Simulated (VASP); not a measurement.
# In2Ge2O3 (P321) in VASP: single point with PBE

Aim: the single point of In2Ge2O3 with PBE.

Everything below comes from runs of VASP 6.6.1. Logs are shortened: lines on timing, memory, paths and dates and some standing lists are left out, and cuts for length are marked.

## (1) The cell of the first run

It takes space group P321 (No. 150, trigonal). Conventional cell: a = 5.225 Å, b = 5.225 Å, c = 7.953 Å, α = 90.00°, β = 90.00°, γ = 120.00°. In (site symmetry 3) has 3 O at 2.57 Å and 3 Ge at 3.16 Å within 3.4 Å. Within 2.6 Å of Ge (site symmetry 3) lie 3 O at 1.93 Å. O (site symmetry 2) has 2 Ge at 1.93 Å and 2 In at 2.57 Å within 2.6 Å.

## (2) Single point, PBE

Input file INCAR:

```
  ALGO = Normal
  EDIFF = 1E-7
  ENCUT = 520
  GGA = PE
  ISIF = 2
  ISMEAR = 0
  LASPH = True
  LCHARG = False
  LREAL = False
  LWAVE = False
  NBANDS = 45
  NELM = 60
  PREC = Accurate
  SIGMA = 0.01
```

Input file KPOINTS:

```
k-points
0
Gamma
  6 6 4
```

Input file POSCAR:

```
In2Ge2O3
1.0
    5.2253333720      0.0000000000      0.0000000000
   -2.6126666860      4.5252714434      0.0000000000
    0.0000000000      0.0000000000      7.9525709632
In Ge O
2 2 3
Direct
    0.0000000000      0.0000000000      0.2695133872
    0.0000000000      0.0000000000      0.7304866128
    0.3333333333      0.6666666667      0.6120414213
    0.6666666667      0.3333333333      0.3879585787
    0.6546074130      0.0000000000      0.5000000000
    0.0000000000      0.6546074130      0.5000000000
    0.3453925870      0.3453925870      0.5000000000
```

Potentials or basis: VASP PAW PBE potentials, release 64 (In_d, Ge_d, O).

Started as:

```sh
> cat potpaw_PBE.64/In_d/POTCAR potpaw_PBE.64/Ge_d/POTCAR potpaw_PBE.64/O/POTCAR > POTCAR
> mpirun -np 1 vasp_std > vasp.out
```

OUTCAR:

```text
EDIFF = 1E-7
   ENCUT = 520
   GGA = PE
   ISIF = 2
   ISMEAR = 0
   LASPH = True
   LREAL = False
   NELM = 60
   PREC = Accurate

 ion  position               nearest neighbor table
   1  0.000  0.000  0.270-   5 2.57   6 2.57   7 2.57   4 3.16   4 3.16   4 3.16   2 3.67
   2  0.000  0.000  0.730-   5 2.57   6 2.57   7 2.57   3 3.16   3 3.16   3 3.16   1 3.67
   3  0.333  0.667  0.612-   6 1.93   5 1.93   7 1.93   2 3.16   2 3.16   2 3.16
   4  0.667  0.333  0.388-   5 1.93   6 1.93   7 1.93   1 3.16   1 3.16   1 3.16
   5  0.655  0.000  0.500-   4 1.93   3 1.93   1 2.57   2 2.57
   6  0.000  0.655  0.500-   3 1.93   4 1.93   1 2.57   2 2.57
   7  0.345  0.345  0.500-   4 1.93   3 1.93   1 2.57   2 2.57

  LATTYP: Found a hexagonal cell.
 ALAT       =     5.2253333720
 C/A-ratio  =     1.5219260470

  Lattice vectors:

 A1 = (   5.2253333720,   0.0000000000,   0.0000000000)
 A2 = (  -2.6126666860,   4.5252714434,   0.0000000000)
 A3 = (   0.0000000000,   0.0000000000,   7.9525709632)

Analysis of symmetry for initial positions (statically):
=====================================================================
 Subroutine PRICEL returns:
 Original cell was already a primitive cell.

 Routine SETGRP: Setting up the symmetry group for a
 hexagonal supercell.

 Subroutine GETGRP returns: Found  6 space group operations
 (whereof  6 operations were pure point group operations)
 out of a pool of 24 trial point group operations.

The static configuration has the point symmetry D_3 .

Analysis of symmetry for dynamics (positions and initial velocities):
=====================================================================
 Subroutine PRICEL returns:
 Original cell was already a primitive cell.

 Routine SETGRP: Setting up the symmetry group for a
 hexagonal supercell.

 Subroutine GETGRP returns: Found  6 space group operations
 (whereof  6 operations were pure point group operations)
 out of a pool of 24 trial point group operations.

The dynamic configuration has the point symmetry D_3 .

 Subroutine INISYM returns: Found  6 space group operations
 (whereof  6 operations are pure point group operations),
 and found     1 'primitive' translations

----------------------------------------------------------------------------------------

                                     Primitive cell

  volume of cell :     188.0469

  direct lattice vectors                    reciprocal lattice vectors
     5.225333372  0.000000000  0.000000000     0.191375349  0.110490610  0.000000000
    -2.612666686  4.525271443  0.000000000     0.000000000  0.220981219  0.000000000
     0.000000000  0.000000000  7.952570963     0.000000000  0.000000000  0.125745498

  length of vectors
     5.225333372  5.225333372  7.952570963     0.220981219  0.220981219  0.125745498

  position of ions in fractional coordinates (direct lattice)
     0.000000000  0.000000000  0.269513387
     0.000000000  0.000000000  0.730486613
     0.333333333  0.666666667  0.612041421
     0.666666667  0.333333333  0.387958579
     0.654607413  0.000000000  0.500000000
     0.000000000  0.654607413  0.500000000
     0.345392587  0.345392587  0.500000000

  ion indices of the primitive-cell ions
   primitive index   ion index
                 1           1
                 2           2
                 3           3
                 4           4
                 5           5
                 6           6
                 7           7

----------------------------------------------------------------------------------------

 KPOINTS: k-points

Automatic generation of k-mesh.
 Grid dimensions read from file:
 generate k-points for:    6    6    4

 Generating k-lattice:

  Cartesian coordinates                     Fractional coordinates (reciprocal lattice)
     0.031895892  0.018415102  0.000000000     0.166666667  0.000000000  0.000000000
     0.000000000  0.036830203  0.000000000     0.000000000  0.166666667  0.000000000
     0.000000000  0.000000000  0.031436375     0.000000000  0.000000000  0.250000000

  Length of vectors
     0.036830203  0.036830203  0.031436375

  Shift w.r.t. Gamma in fractional coordinates (k-lattice)
     0.000000000  0.000000000  0.000000000

 Subroutine IBZKPT returns following result:
 ===========================================

 Found     24 irreducible k-points:

 Following reciprocal coordinates:
            Coordinates               Weight
  0.000000  0.000000  0.000000      1.000000
  0.166667  0.000000  0.000000      6.000000
  0.333333  0.000000  0.000000      6.000000
  0.500000  0.000000  0.000000      3.000000
  0.166667  0.166667  0.000000      6.000000
  0.333333  0.166667  0.000000     12.000000
[... 16 lines left out ...]
  0.333333  0.166667  0.500000     12.000000
  0.333333  0.333333  0.500000      2.000000
   k-points           NKPTS =     24   k-points in BZ     NKDIM =     24   number of bands    NBANDS=     45
   number of dos      NEDOS =    301   number of ions     NIONS =      7
   total plane-waves  NPLWV =  96000
   dimension x,y,z NGX =    40 NGY =   40 NGZ =   60
   dimension x,y,z NGXF=    80 NGYF=   80 NGZF=  120
   ions per type =               2   2   3
   NGX,Y,Z   is equivalent  to a cutoff of  12.73, 12.73, 12.54 a.u.
   NGXF,Y,Z  is equivalent  to a cutoff of  25.45, 25.45, 25.09 a.u.
 SYSTEM =  unknown system
   PREC   = accura    normal or accurate (medium, high low for compatibility)
   ISTART =      0    job   : 0-new  1-cont  2-samecut
   ICHARG =      2    charge: 1-file 2-atom 10-const
   ISPIN  =      1    spin polarized calculation?
   LNONCOLLINEAR =      F non collinear calculations
   LSORBIT =      F    spin-orbit coupling
   LASPH  =      T    aspherical Exc in radial PAW
   ENCUT  =  520.0 eV  38.22 Ry    6.18 a.u.   9.72  9.72 14.79*2*pi/ulx,y,z
   NELM   =     60;   NELMIN=  2; NELMDL= -5     # of ELM steps
   EDIFF  = 0.1E-06   stopping-criterion for ELM
   LREAL  =      F    real-space projection
   EDIFFG = 0.1E-05   stopping-criterion for IOM
   NSW    =      0    number of steps for IOM
   IBRION =     -1    ionic relax: 0-MD 1-quasi-New 2-CG
   NFREE  =      0    steps in history (QN), initial steepest desc. (CG)
   ISIF   =      2    stress and relaxation
   ISYM   =      2    0-nonsym 1-usesym 2-fastsym
   POTIM  = 0.5000    time-step for ionic-motion
   TEBEG  =    0.0;   TEEND  =   0.0 temperature during run
   PSTRESS=    0.0 pullay stress
   NELECT =      72.0000    total number of electrons
   NUPDOWN=      -1.0000    fix difference up-down
   EMIN   =  10.00;   EMAX   =-10.00  energy-range for DOS
   EFERMI =   0.00;   METHOD = LEGACY
   ISMEAR =     0;   SIGMA  =   0.01  broadening in eV -4-tet -1-fermi 0-gaus
   EFERMI_NEDOS =   21; number of points for ismear=-14 and -15
   IALGO  =     38    algorithm
   IMIX   =      4    mixing-type and parameters
     AMIX     =   0.40;   BMIX     =  1.00
     AMIX_MAG =   1.60;   BMIX_MAG =  1.00
  volume/ion in A,a.u.               =      26.86       181.29
  Fermi-wavevector in a.u.,A,eV,Ry     =   1.188768  2.246445 19.227321  1.413168
  Thomas-Fermi vector in A             =   2.324890
   LORBIT       =      0    0 simple, 1 ext, 2 COOP (PROOUT), +10 PAW based schemes
   GGA     = PE    functional components
   LHFCALC =     F    Hartree Fock is set to
   AEXX    =    0.0000 exact exchange contribution
   IVDW    =     0    specifies the selected vdW correction
   LEPSILON=     F    determine dielectric tensor
   LRPA    =     F    only Hartree local field effects (RPA)
 non-spin polarized calculation
 Gauss-broadening in eV      SIGMA  =   0.01
  energy-cutoff  :      520.00
  volume of cell :      188.05
 maximum number of plane-waves:      5093
 NGX is ok and might be reduce to    40
   NGX = 19   NGY = 19   NGZ = 29

 number of electron      72.0000006 magnetization

 Free energy of the ion-electron system (eV)
  ---------------------------------------------------
  ext. energy  EPLUGINS =         0.00000000
  ---------------------------------------------------
  free energy    TOTEN  =       -35.61659309 eV

  energy without entropy =      -35.61659309  energy(sigma->0) =      -35.61659309

 E-fermi :   2.0893     XC(G=0):  -7.6362

 val. band max:        2.0221260268   @ k =   0.0000   0.0000   0.0000
 cond. band min:       3.4728805200   @ k =   0.3333   0.3333   0.2500
 fundamental gap:      1.4507544932
 Fermi energy:         2.0893461799

 k-point     1 :       0.0000    0.0000    0.0000
  band No.  band energies     occupation
      1     -22.5405      2.00000
      2     -22.5405      2.00000
      3     -22.4340      2.00000
      4     -22.4340      2.00000
      5     -22.3621      2.00000
      6     -22.3621      2.00000
[... 37 lines left out ...]
     44       7.5876      0.00000
     45       7.9626      0.00000

 k-point     2 :       0.1667    0.0000    0.0000
  band No.  band energies     occupation
      1     -22.5406      2.00000
      2     -22.5344      2.00000
      3     -22.4401      2.00000
      4     -22.4337      2.00000
      5     -22.3630      2.00000
      6     -22.3619      2.00000
[... 37 lines left out ...]
     44       7.7734      0.00000
     45       8.0432      0.00000

 k-point     3 :       0.3333    0.0000    0.0000
  band No.  band energies     occupation
      1     -22.5407      2.00000
      2     -22.5185      2.00000
      3     -22.4564      2.00000
      4     -22.4332      2.00000
      5     -22.3646      2.00000
      6     -22.3614      2.00000
[... 997 lines left out ...]
     44       7.7683      0.00000
     45       8.3445      0.00000

 k-point    24 :       0.3333    0.3333    0.5000
  band No.  band energies     occupation
      1     -22.5406      2.00000
      2     -22.4879      2.00000
      3     -22.4879      2.00000
      4     -22.4324      2.00000
      5     -22.3648      2.00000
      6     -22.3591      2.00000
[... 37 lines left out ...]
     44       7.8916      0.00000
     45       8.1544      0.00000

------------------------ aborting loop because EDIFF is reached ----------------------------------------

  FORCE on cell =-STRESS in cart. coord.  units (eV):
  Direction    XX          YY          ZZ          XY          YZ          ZX
  --------------------------------------------------------------------------------------
  -------------------------------------------------------------------------------------
  Total        0.0447406      0.0447406      0.0714996      0.0000000     -0.0000000     -0.0000000
  in kB        0.3811943      0.3811943      0.6091835      0.0000000     -0.0000000     -0.0000000
  external PRESSURE =       0.4571907 kB  Pullay stress =       0.0000000 kB

 VOLUME and BASIS-vectors are now :
 -----------------------------------------------------------------------------
  energy-cutoff  :      520.00
  volume of cell :      188.05
      direct lattice vectors                 reciprocal lattice vectors
     5.225333372  0.000000000  0.000000000     0.191375349  0.110490610  0.000000000
    -2.612666686  4.525271443  0.000000000     0.000000000  0.220981219  0.000000000
     0.000000000  0.000000000  7.952570963     0.000000000  0.000000000  0.125745498

 POSITION                                       TOTAL-FORCE (eV/Angst)
 -----------------------------------------------------------------------------------
      0.00000      0.00000      2.14332         0.000000      0.000000     -0.019266
      0.00000      0.00000      5.80925         0.000000      0.000000      0.019266
     -0.00000      3.01685      4.86730         0.000000      0.000000      0.058074
      2.61267      1.50842      3.08527         0.000000      0.000000     -0.058074
      3.42054      0.00000      3.97629         0.011110      0.000000     -0.000000
     -1.71027      2.96228      3.97629        -0.005555      0.009622     -0.000000
      0.90240      1.56300      3.97629        -0.005555     -0.009622     -0.000000
 -----------------------------------------------------------------------------------
    total drift:                                0.000006      0.000010      0.000000

  FREE ENERGIE OF THE ION-ELECTRON SYSTEM (eV)
  ---------------------------------------------------
  free  energy   TOTEN  =       -35.6165930887 eV

  energy  without entropy=      -35.6165930887  energy(sigma->0) =      -35.61659309
```

Run time: 7.2 min. Hardware: 1 thread of Intel Xeon 8259CL, shared host; peak memory 0.4 GiB.

What came out:

```
Free energy            : -35.6166 eV
Pressure               : 0.0 GPa
Largest force          : 0.058 eV/Å
Band gap on the k mesh : 1.45 eV (least direct gap 2.01 eV)
```

Forces on the atoms (eV/Å):
```
In   0.000  0.000 -0.019
In   0.000  0.000  0.019
Ge   0.000  0.000  0.058
Ge   0.000  0.000 -0.058
O    0.011  0.000  0.000
O   -0.006  0.010  0.000
O   -0.006 -0.010  0.000
```

Caveat: spin-orbit coupling is left out, which moves the levels of the heavy elements.
